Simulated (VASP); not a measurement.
# SiO2 (Ibam) in VASP: relaxation of cell and atoms with PBEsol

Aim: the relaxation of cell and atoms of SiO2 with PBEsol.

All numbers are computed with VASP 6.6.1; they aren't measurements. Logs are shortened: lines on timing, memory, paths and dates and some standing lists are left out, and cuts for length are marked.

### Step 1. The cell of the first run

It takes space group Ibam (No. 72, orthorhombic). The conventional cell has a = 5.518 Å, b = 6.016 Å, c = 4.706 Å, α = 90.00°, β = 90.00°, γ = 90.00°. Si (site symmetry 222) has 4 O at 1.67 Å within 2.2 Å. O (site symmetry m) has 2 Si at 1.67 Å within 2.2 Å.

### Step 2. Relaxation of cell and atoms, PBEsol

INCAR

```
SYSTEM = SiO2
PREC = Accurate ; ENCUT = 600
EDIFF = 1E-6 ; ISMEAR = 0
SIGMA = 0.02 ; LREAL = .FALSE.
LASPH = .TRUE. ; NELM = 60
ALGO = Normal ; ISIF = 3
LWAVE = .FALSE. ; LCHARG = .FALSE.
GGA = PS ; IBRION = 2
NSW = 100 ; EDIFFG = -0.005
```

KPOINTS

```
regular mesh
0
G
  6 6 6
  0 0 0
```

POSCAR

```
SiO2
1.0
   -2.7588703568      3.0080640681      2.3527726172
    2.7588703568     -3.0080640681      2.3527726172
    2.7588703568      3.0080640681     -2.3527726172
Si O
2 4
Direct
    0.7500000000      0.7500000000      0.0000000000
    0.2500000000      0.2500000000      0.0000000000
    0.8629349414      0.8470803293      0.7100152707
    0.3629349414      0.6529196707      0.0158546121
    0.6370650586      0.3470803293      0.9841453879
    0.1370650586      0.1529196707      0.2899847293
```

Potentials or basis: VASP PAW PBE potentials, release 64 (Si, O).

On the command line:

```console
> cat potpaw_PBE.64/Si/POTCAR potpaw_PBE.64/O/POTCAR > POTCAR
> mpirun -np 1 vasp_std > vasp.out
```

OUTCAR:

```text
SYSTEM = SiO2
   PREC = Accurate
   ENCUT = 600
   EDIFF = 1E-6
   ISMEAR = 0
   LREAL = .FALSE.
   LASPH = .TRUE.
   NELM = 60
   ISIF = 3
   GGA = PS
   IBRION = 2
   NSW = 100
   EDIFFG = -0.005

 ion  position               nearest neighbor table
   1  0.750  0.750  0.000-   4 1.67   5 1.67   3 1.67   6 1.67   2 2.35   2 2.35
   2  0.250  0.250  0.000-   4 1.67   5 1.67   3 1.67   6 1.67   1 2.35   1 2.35
   3  0.863  0.847  0.710-   1 1.67   2 1.67
   4  0.363  0.653  0.016-   1 1.67   2 1.67
   5  0.637  0.347  0.984-   1 1.67   2 1.67
   6  0.137  0.153  0.290-   1 1.67   2 1.67

  LATTYP: Found a body centered orthorhombic cell.
 ALAT       =     4.7055452344
 B/A-ratio  =     1.1726039043
 C/A-ratio  =     1.2785188191

  Lattice vectors:

 A1 = (   2.7588703568,  -3.0080640681,   2.3527726172)
 A2 = (  -2.7588703568,  -3.0080640681,  -2.3527726172)
 A3 = (   2.7588703568,   3.0080640681,  -2.3527726172)

Analysis of symmetry for initial positions (statically):
=====================================================================
 Subroutine PRICEL returns:
 Original cell was already a primitive cell.

 Routine SETGRP: Setting up the symmetry group for a
 body centered orthorhombic supercell.

 Subroutine GETGRP returns: Found  8 space group operations
 (whereof  4 operations were pure point group operations)
 out of a pool of  8 trial point group operations.

The static configuration has the point symmetry C_2h.
 The point group associated with its full space group is D_2h.

Analysis of symmetry for dynamics (positions and initial velocities):
=====================================================================
 Subroutine PRICEL returns:
 Original cell was already a primitive cell.

 Routine SETGRP: Setting up the symmetry group for a
 body centered orthorhombic supercell.

 Subroutine GETGRP returns: Found  8 space group operations
 (whereof  4 operations were pure point group operations)
 out of a pool of  8 trial point group operations.

The dynamic configuration has the point symmetry C_2h.
 The point group associated with its full space group is D_2h.

 Subroutine INISYM returns: Found  8 space group operations
 (whereof  4 operations are pure point group operations),
 and found     1 'primitive' translations

----------------------------------------------------------------------------------------

                                     Primitive cell

  volume of cell :      78.1013

  direct lattice vectors                    reciprocal lattice vectors
    -2.758870357  3.008064068  2.352772617     0.000000000  0.166219864  0.212515224
     2.758870357 -3.008064068  2.352772617     0.181233598  0.000000000  0.212515224
     2.758870357  3.008064068 -2.352772617     0.181233598  0.166219864  0.000000000

  length of vectors
     4.711194548  4.711194548  4.711194548     0.269799488  0.279299727  0.245915961

  position of ions in fractional coordinates (direct lattice)
     0.750000000  0.750000000  0.000000000
     0.250000000  0.250000000  0.000000000
     0.862934941  0.847080329  0.710015271
     0.362934941  0.652919671  0.015854612
     0.637065059  0.347080329  0.984145388
     0.137065059  0.152919671  0.289984729

  ion indices of the primitive-cell ions
   primitive index   ion index
                 1           1
                 2           2
                 3           3
                 4           4
                 5           5
                 6           6

----------------------------------------------------------------------------------------

 KPOINTS: regular mesh

Automatic generation of k-mesh.
 Grid dimensions read from file:
 generate k-points for:    6    6    6

 Generating k-lattice:

  Cartesian coordinates                     Fractional coordinates (reciprocal lattice)
     0.000000000  0.027703311  0.035419204     0.166666667  0.000000000  0.000000000
     0.030205600  0.000000000  0.035419204     0.000000000  0.166666667  0.000000000
     0.030205600  0.027703311  0.000000000     0.000000000  0.000000000  0.166666667

  Length of vectors
     0.044966581  0.046549954  0.040985994

  Shift w.r.t. Gamma in fractional coordinates (k-lattice)
     0.000000000  0.000000000  0.000000000

 Subroutine IBZKPT returns following result:
 ===========================================

 Found     46 irreducible k-points:

 Following reciprocal coordinates:
            Coordinates               Weight
  0.000000  0.000000  0.000000      1.000000
  0.166667 -0.000000  0.000000      4.000000
  0.333333 -0.000000  0.000000      4.000000
  0.500000 -0.000000  0.000000      2.000000
 -0.000000  0.166667  0.000000      4.000000
  0.166667  0.166667  0.000000      8.000000
[... 16 lines left out ...]
 -0.166667  0.166667  0.166667      2.000000
  0.166667  0.333333  0.166667      4.000000
 [... further k-points ...]
   k-points           NKPTS =     46   k-points in BZ     NKDIM =     46   number of bands    NBANDS=     20
   number of dos      NEDOS =    301   number of ions     NIONS =      6
   total plane-waves  NPLWV =  64000
   dimension x,y,z NGX =    40 NGY =   40 NGZ =   40
   dimension x,y,z NGXF=    80 NGYF=   80 NGZF=   80
   ions per type =               2   4
   NGX,Y,Z   is equivalent  to a cutoff of  14.11, 14.11, 14.11 a.u.
   NGXF,Y,Z  is equivalent  to a cutoff of  28.23, 28.23, 28.23 a.u.
 SYSTEM =  SiO2
   PREC   = accura    normal or accurate (medium, high low for compatibility)
   ISTART =      0    job   : 0-new  1-cont  2-samecut
   ICHARG =      2    charge: 1-file 2-atom 10-const
   ISPIN  =      1    spin polarized calculation?
   LNONCOLLINEAR =      F non collinear calculations
   LSORBIT =      F    spin-orbit coupling
   LASPH  =      T    aspherical Exc in radial PAW
   ENCUT  =  600.0 eV  44.10 Ry    6.64 a.u.   9.41  9.41  9.41*2*pi/ulx,y,z
   NELM   =     60;   NELMIN=  2; NELMDL= -5     # of ELM steps
   EDIFF  = 0.1E-05   stopping-criterion for ELM
   LREAL  =      F    real-space projection
   EDIFFG = -.5E-02   stopping-criterion for IOM
   NSW    =    100    number of steps for IOM
   IBRION =      2    ionic relax: 0-MD 1-quasi-New 2-CG
   NFREE  =      1    steps in history (QN), initial steepest desc. (CG)
   ISIF   =      3    stress and relaxation
   ISYM   =      2    0-nonsym 1-usesym 2-fastsym
   POTIM  = 0.5000    time-step for ionic-motion
   TEBEG  =    0.0;   TEEND  =   0.0 temperature during run
   PSTRESS=    0.0 pullay stress
   NELECT =      32.0000    total number of electrons
   NUPDOWN=      -1.0000    fix difference up-down
   EMIN   =  10.00;   EMAX   =-10.00  energy-range for DOS
   EFERMI =   0.00;   METHOD = LEGACY
   ISMEAR =     0;   SIGMA  =   0.02  broadening in eV -4-tet -1-fermi 0-gaus
   EFERMI_NEDOS =   21; number of points for ismear=-14 and -15
   IALGO  =     38    algorithm
   IMIX   =      4    mixing-type and parameters
     AMIX     =   0.40;   BMIX     =  1.00
     AMIX_MAG =   1.60;   BMIX_MAG =  1.00
  volume/ion in A,a.u.               =      13.02        87.84
  Fermi-wavevector in a.u.,A,eV,Ry     =   1.215921  2.297758 20.115724  1.478464
  Thomas-Fermi vector in A             =   2.351292
   LORBIT       =      0    0 simple, 1 ext, 2 COOP (PROOUT), +10 PAW based schemes
   GGA     = PS    functional components
   LHFCALC =     F    Hartree Fock is set to
   AEXX    =    0.0000 exact exchange contribution
   IVDW    =     0    specifies the selected vdW correction
   LEPSILON=     F    determine dielectric tensor
   LRPA    =     F    only Hartree local field effects (RPA)
 conjugate gradient relaxation of ions
 non-spin polarized calculation
 Gauss-broadening in eV      SIGMA  =   0.02
  energy-cutoff  :      600.00
  volume of cell :       78.10
 maximum number of plane-waves:      2626
 NGX is ok and might be reduce to    40
   NGX = 19   NGY = 19   NGZ = 19

--------------------------------------- Ionic step        1  -------------------------------------------

 number of electron      32.0000000 magnetization

 Free energy of the ion-electron system (eV)
  ---------------------------------------------------
  ext. energy  EPLUGINS =         0.00000000
  ---------------------------------------------------
  free energy    TOTEN  =       -46.89264556 eV

  energy without entropy =      -46.89264556  energy(sigma->0) =      -46.89264556

------------------------ aborting loop because EDIFF is reached ----------------------------------------

  FORCE on cell =-STRESS in cart. coord.  units (eV):
  Direction    XX          YY          ZZ          XY          YZ          ZX
  --------------------------------------------------------------------------------------
  -------------------------------------------------------------------------------------
  Total        0.3242803     -0.0147993      0.7426492      0.0000000      0.0000000      0.0000000
  in kB        6.6523149     -0.3035949     15.2347723      0.0000000      0.0000000      0.0000000
  external PRESSURE =       7.1944974 kB  Pullay stress =       0.0000000 kB
[... 101 lines left out ...]
  FREE ENERGIE OF THE ION-ELECTRON SYSTEM (eV)
  ---------------------------------------------------
  free  energy   TOTEN  =       -46.8941090198 eV

  energy  without entropy=      -46.8941090198  energy(sigma->0) =      -46.89410902

 E-fermi :   0.9259     XC(G=0):  -9.2506

 val. band max:        0.8242347210   @ k =   0.5000   0.5000   0.5000
 cond. band min:       5.5536030462   @ k =   0.0000   0.0000   0.0000
 fundamental gap:      4.7293683252
 Fermi energy:         0.9258686784

 k-point     1 :       0.0000    0.0000    0.0000
  band No.  band energies     occupation
      1     -19.0803      2.00000
      2     -17.3694      2.00000
      3     -16.1258      2.00000
      4     -16.0568      2.00000
      5      -5.9921      2.00000
      6      -4.2658      2.00000
[... 541 lines left out ...]
     19       9.4545      0.00000
     20       9.4545      0.00000

 [... further k-points ...]

[... ionic steps 4 to 26 ...]

--------------------------------------- Ionic step       27  -------------------------------------------

 number of electron      32.0000000 magnetization

------------------------ aborting loop because EDIFF is reached ----------------------------------------
[... 75 lines left out ...]
--------------------------------------- Ionic step       29  -------------------------------------------

 number of electron      32.0000000 magnetization

 Free energy of the ion-electron system (eV)
  ---------------------------------------------------
  ext. energy  EPLUGINS =         0.00000000
  ---------------------------------------------------
  free energy    TOTEN  =       -46.90416518 eV

  energy without entropy =      -46.90416518  energy(sigma->0) =      -46.90416518

 E-fermi :   1.1485     XC(G=0):  -9.3539

 val. band max:        1.0270843297   @ k =   0.5000   0.5000   0.5000
 cond. band min:       5.7467069516   @ k =   0.0000   0.0000   0.0000
 fundamental gap:      4.7196226219
 Fermi energy:         1.1484547983

 k-point     1 :       0.0000    0.0000    0.0000
  band No.  band energies     occupation
      1     -18.9387      2.00000
      2     -17.1992      2.00000
      3     -15.9189      2.00000
      4     -15.9176      2.00000
      5      -5.7909      2.00000
      6      -4.1789      2.00000
[... 541 lines left out ...]
     19       9.6333      0.00000
     20       9.6333      0.00000

 [... further k-points ...]
[... 5 lines left out ...]
  --------------------------------------------------------------------------------------
  -------------------------------------------------------------------------------------
  Total       -0.0130324     -0.0186435      0.0047649      0.0000000      0.0000000      0.0000000
  in kB       -0.2719958     -0.3891031      0.0994468      0.0000000      0.0000000      0.0000000
  external PRESSURE =      -0.1872174 kB  Pullay stress =       0.0000000 kB
[... 21 lines left out ...]
  FREE ENERGIE OF THE ION-ELECTRON SYSTEM (eV)
  ---------------------------------------------------
  free  energy   TOTEN  =       -46.9041651778 eV

  energy  without entropy=      -46.9041651778  energy(sigma->0) =      -46.90416518

 reached required accuracy - stopping structural energy minimisation
```

Wall time 13 min (1 thread of AMD EPYC 9R45 (Zen 5), shared host); peak memory 0.25 GiB.

Results:

```yaml
Free_energy: -46.9042 eV
Relaxed_volume: 12.79 Å³/atom
Relaxed_cell: a = 4.673 Å, b = 4.673 Å, c = 4.673 Å, α = 104.70°, β = 104.83°, γ = 119.36°
Space_group_after_relaxing_to_0.05_Å: I4/mcm (No. 140)
Energy_gained_by_relaxing: 1.9 meV/atom
Ionic_steps: 29
Pressure_after_relaxing: 0.0 GPa
Band_gap_on_the_k_mesh: 4.72 eV, indirect (least direct gap 5.23 eV)
```

Step by step:
| step | energy change (eV) | largest force (eV/Å) | pressure (GPa) | volume (Å³) |
| --- | --- | --- | --- | --- |
| 1 | 0.0000 | 0.1388 | 0.72 | 78.10 |
| 2 | 0.0046 | 0.2831 | -2.15 | 78.76 |
| 3 | -0.0015 | 0.0061 | -0.23 | 78.32 |
| 4 | -0.0022 | 0.0211 | -0.23 | 78.19 |
| 5 | -0.0032 | 0.0850 | -0.22 | 77.80 |
| 6 | -0.0035 | 0.0802 | -0.21 | 77.73 |
| 7 | -0.0043 | 0.0686 | -0.17 | 77.52 |
| 8 | -0.0055 | 0.0519 | -0.12 | 77.11 |
| 9 | -0.0060 | 0.0644 | 0.03 | 76.28 |
| 10 | -0.0062 | 0.0544 | -0.02 | 76.53 |
| 11 | -0.0064 | 0.0508 | 0.01 | 76.46 |
| 12 | -0.0071 | 0.0423 | 0.09 | 76.25 |
| 13 | -0.0080 | 0.0304 | 0.26 | 75.83 |
| 14 | -0.0075 | 0.0467 | 0.60 | 74.99 |
| 15 | -0.0081 | 0.0328 | 0.37 | 75.54 |
| 16 | -0.0083 | 0.0439 | -0.06 | 75.58 |
| 17 | -0.0083 | 0.0296 | 0.04 | 75.57 |
| 18 | -0.0085 | 0.0292 | 0.03 | 75.60 |
| 19 | -0.0089 | 0.0294 | 0.02 | 75.69 |
| 20 | -0.0096 | 0.0288 | -0.01 | 75.87 |
| 21 | -0.0107 | 0.0293 | -0.01 | 76.22 |
| 22 | -0.0109 | 0.0328 | 0.01 | 76.90 |
| 23 | -0.0111 | 0.0272 | 0.00 | 76.64 |
| 24 | -0.0108 | 0.0922 | 0.11 | 76.80 |
| 25 | -0.0113 | 0.0298 | 0.06 | 76.70 |
| 26 | -0.0111 | 0.0626 | -0.50 | 76.94 |
| 27 | -0.0114 | 0.0114 | -0.18 | 76.80 |
| 28 | -0.0114 | 0.0115 | 0.15 | 76.74 |
| 29 | -0.0115 | 0.0003 | -0.02 | 76.77 |

Final structure:
```xyz
6
Lattice="-2.8543 2.8503 2.3590 2.8543 -2.8503 2.3590 2.8543 2.8503 -2.3590" Properties=species:S:1:pos:R:3 pbc="T T T"
Si    0.0000    0.0000    3.5384
Si    0.0000    0.0000    1.1795
O     2.0189    2.0146    2.3590
O     3.6897    2.0146    0.0000
O    -0.8354    0.8358    2.3590
O     0.8354    0.8358    0.0000
```

Caveat: the PAW data sets were made with another functional, which shifts forces and pressure a little.
